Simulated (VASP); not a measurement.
Al:

```xyz
2
Lattice="-2.4932 2.4932 1.3601 2.4932 -2.4932 1.3601 2.4932 2.4932 -1.3601" Properties=species:S:1:pos:R:3 pbc="T T T"
Al    0.0000    0.0000    0.0000
Al    0.0000    2.4932    0.6800
```

| Item | Value |
| --- | --- |
| Program | VASP 6.6.1 |
| Task | relaxation of cell and atoms |
| Functional | PBE |
| Potentials or basis | VASP PAW PBE potentials, release 64 (Al) |
| Cutoff | 600 eV |
| k mesh | 8 × 8 × 8 |
| Occupations | gaussian, width 0.1 eV |
| Spin | no spin polarisation |

At the start: pressure 10.4 GPa; volume 16.91 Å³/atom.

Q: Where does the relaxation end?

A: Over 3 steps the energy falls by 93.4 meV/atom and the volume is 19.17 Å³/atom (+13.4 %); space group I4_1/amd (No. 141, to 0.05 Å).

The path:
```csv
step,energy change (eV),largest force (eV/Å),pressure (GPa),volume (Å³)
1,0.0000,0.0000,10.45,33.82
2,-0.1790,0.0000,-1.50,39.44
3,-0.1869,0.0000,0.04,38.35
```

Final structure:
```cif
data_structure
_symmetry_space_group_name_H-M 'P 1'
_symmetry_Int_Tables_number 1
_cell_length_a 3.9876
_cell_length_b 3.9876
_cell_length_c 3.9876
_cell_angle_alpha 96.741
_cell_angle_beta 96.741
_cell_angle_gamma 139.929
_cell_volume 38.35
loop_
_atom_site_label
_atom_site_type_symbol
_atom_site_fract_x
_atom_site_fract_y
_atom_site_fract_z
_atom_site_occupancy
Al1 Al 0.00000 0.00000 0.00000 1
Al2 Al 0.75000 0.25000 0.50000 1
```
